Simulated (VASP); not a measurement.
A run of VASP 6.6.1 is set up as follows.

File INCAR:

```
SYSTEM = Zn
PREC = Accurate
ENCUT = 520
EDIFF = 1E-6
ISMEAR = 0
SIGMA = 0.1
LREAL = .False.
LASPH = .True.
NELM = 80
ALGO = Fast
ISIF = 2
LWAVE = .False.
LCHARG = .False.
GGA = PS
NBANDS = 19
```

Contents of KPOINTS:

```
Automatic mesh
0
Gamma
  24 24 12
  0 0 0
```

POSCAR

```
Zn
1.0
    2.6704841090      0.0000000000      0.0000000000
   -1.3352420545      2.3127070788      0.0000000000
    0.0000000000      0.0000000000      4.8066144473
Zn
2
Direct
    0.3333333333      0.6666666667      0.2500000000
    0.6666666667      0.3333333333      0.7500000000
```

Potentials or basis: VASP PAW PBE potentials, release 64 (Zn).

Launch:

```sh
$ cat potpaw_PBE.64/Zn/POTCAR > POTCAR
$ mpirun -np 1 vasp_std > vasp.out
```

Question: What does it give for the pressure?

Answer: -3.5 GPa.

Question: Predict the band gap on the k mesh.

Answer: Zero (band 12 reaches 4.63 eV, above the bottom of band 13 at 0.46 eV).

Stress tensor (GPa, compression positive):
```
-4.32  0.00  0.00
 0.00 -4.32  0.00
 0.00  0.00 -2.01
```

Caveat: the cell differs from its parent crystal (biaxial strain in the a-b plane: +3.0 %); the PAW data sets were made with another functional, which shifts forces and pressure a little.
